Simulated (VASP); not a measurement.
A run of VASP 6.6.1:

INCAR

```
SYSTEM = FePt
  PREC = Accurate
  ENCUT = 600
  EDIFF = 1E-7
  ISMEAR = -1
  SIGMA = 0.05
  LREAL = .FALSE.
  LASPH = .TRUE.
  NELM = 150
  ALGO = Normal
  ISIF = 3
  LWAVE = .FALSE.
  LCHARG = .FALSE.
  ISPIN = 2
  MAGMOM = 0 3
  LORBIT = 11
  LMAXMIX = 4
  GGA = B5
  ALDAX = 1.0
  AGGAX = 1.0
  AGGAC = 1.0
  ALDAC = 0.0
  IVDW = 12
  VDW_S6 = 1.0
  VDW_S8 = 2.6996
  VDW_A1 = 0.4298
  VDW_A2 = 4.2359
  IBRION = 2
  NSW = 80
  EDIFFG = -0.01
```

KPOINTS

```
regular mesh
0
G
  10 10 7
  0 0 0
```

POSCAR

```
FePt
1.0
    2.7235000000      0.0000000000      0.0000000000
    0.0000000000      2.7235000000      0.0000000000
    0.0000000000      0.0000000000      3.7200000000
Pt Fe
1 1
Direct
    0.5000000000      0.5000000000      0.5000000000
    0.0000000000      0.0000000000      0.0000000000
```

Potentials or basis: VASP PAW PBE potentials, release 64 (Pt, Fe).

Launch:

```console
$ cat potpaw_PBE.64/Pt/POTCAR potpaw_PBE.64/Fe/POTCAR > POTCAR
$ mpirun -np 1 vasp_std > vasp.out
```

Hardware: 1 thread of Oxide Virtual Turin-like Processor, with other jobs on the host.

Task: Estimate the wall time of this run.

Result: Run time: 5.2 min on 1 thread of Oxide Virtual Turin-like Processor (shared host), peak memory 0.19 GiB. Counts: scf iterations 31, k points 84, ion steps 3.
